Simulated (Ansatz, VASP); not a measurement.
**One calculation of SiC, two programs**

```
CELL_PARAMETERS angstrom
3.05948 0.00000 0.00000
-1.52974 2.64958 0.00000
0.00000 0.00000 5.02087
ATOMIC_POSITIONS crystal
Si 0.33333 0.66667 0.00463
Si 0.66667 0.33333 0.50463
C 0.33333 0.66667 0.38037
C 0.66667 0.33333 0.88037
```

Alike in both runs: functional revPBE; dispersion D3(BJ); k mesh 12 × 12 × 4; no spin polarisation.

Ansatz relaxed the structure, and its values are those at the end. VASP's run is a single point on that final structure, the one shown.

```csv
,VASP,Ansatz
version,VASP 6.6.1,Ansatz 0.2.0
potentials or method,"VASP PAW PBE potentials, release 64 (Si, C), cutoff 520 eV","plane waves, PAW"
occupations,"fermi-dirac, width 0.1 eV",fermi-dirac
valence electrons in the cell,16,16
```

VASP gave:

```
pressure (GPa) : -0.4
```

Estimate Ansatz's values.

pressure (GPa): 0.0.

VASP's potentials were made for PBE, not for revPBE.
